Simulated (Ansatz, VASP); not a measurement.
This is a calculation of Rh for VASP 6.6.1.

POSCAR

```
Rh
1.0
    0.0000000000      1.8978500000      1.8978500000
    1.8978500000      0.0000000000      1.8978500000
    1.8978500000      1.8978500000      0.0000000000
Rh
1
Direct
    0.0000000000      0.0000000000      0.0000000000
```

File INCAR.step1:

```
SYSTEM = Rh
PREC = Accurate
ENCUT = 500
EDIFF = 1E-5
ISMEAR = -1
SIGMA = 0.05
LREAL = .False.
LASPH = .True.
NELM = 120
ALGO = Normal
LWAVE = .True.
LCHARG = .False.
GGA = PE
NBANDS = 14
GGA_COMPAT = .False.
IBRION = 2
ISIF = 3
EDIFFG = -0.005
NELMIN = 4
NSW = 100
```

Contents of INCAR.step2:

```
SYSTEM = Rh
PREC = Accurate
ENCUT = 500
EDIFF = 1E-7
ISMEAR = -1
SIGMA = 0.05
LREAL = .False.
LASPH = .True.
NELM = 120
ALGO = Normal
ISIF = 3
LWAVE = .False.
LCHARG = .False.
GGA = PE
LHFCALC = .True.
AEXX = 0.25
HFSCREEN = 0.3
PRECFOCK = Normal
IBRION = 2
NSW = 60
EDIFFG = -0.01
ISTART = 1
GGA_COMPAT = .False.
NELMIN = 4
```

The input KPOINTS:

```
regular mesh
0
Gamma
  6 6 6
  0 0 0
```

Potentials or basis: VASP PAW PBE potentials, release 64 (Rh_pv).

Run with:

```bash
$ cat potpaw_PBE.64/Rh_pv/POTCAR > POTCAR
$ cp INCAR.step1 INCAR
$ mpirun -np 1 vasp_std > vasp.out
$ cp INCAR.step2 INCAR
$ mpirun -np 1 vasp_std > vasp.out
```

**Question.** Translate it to Ansatz 0.2.0. Potentials there: Ansatz PAW.

**Answer.** As run (the cutoff follows the program's own potentials):

File input.yaml:

```yaml
crystal:
  lattice:
    - [0.0, 1.89785, 1.89785]
    - [1.89785, 0.0, 1.89785]
    - [1.89785, 1.89785, 0.0]
  atoms:
    - { symbol: Rh, position: [0.0, 0.0, 0.0] }
hamiltonian:
  xc: { exchange: pbe, correlation: pbe, exx: { coeff: 0.25, omega: 0.3 } }
  pseudopotentials: { kind: paw }
kpoints:
  mp_grid: { grid: [6, 6, 6] }
scf:
  occupations: { method: fermi_dirac, width: 0.05 }
output:
  forces: true
  stress: true
relax:
  f_tol: 0.01
  max_steps: 40
  cell: { stress_tol: 0.05 }
```

Potentials or basis: Ansatz PAW.

The run is started by

```console
$ ansatz run input.yaml --threads 2 --pin off --max-ram 5632MiB --backend cpu --events-out ev --progress --plain --runs-dir out
```

Both were run:

|  | VASP | Ansatz | Ansatz less VASP |
| --- | --- | --- | --- |
| gap on the k mesh at the Fermi level, each at its own relaxed structure (eV) | none | none | - |
| relaxed volume (Å³/atom) | 13.63 | 13.59 | -0.038 |
| relaxed length of the cell vector where the two differ most in proportion (Å) | 2.681 | 2.678 | -0.0025 |

VASP's potentials were made for PBE, not for PBE-based screened hybrid. A gap of «none» marks a metal or a gap that the smearing closes. VASP's potentials hold 15 valence electrons a cell and Ansatz's 17, so a difference there can come from the potentials and not from the codes.

The k mesh is coarse, so the values compare programs but aren't converged. Noted on Ansatz's run: the plane-wave basis is chosen anew once the cell has moved, so the energies of steps on either side of that aren't comparable.
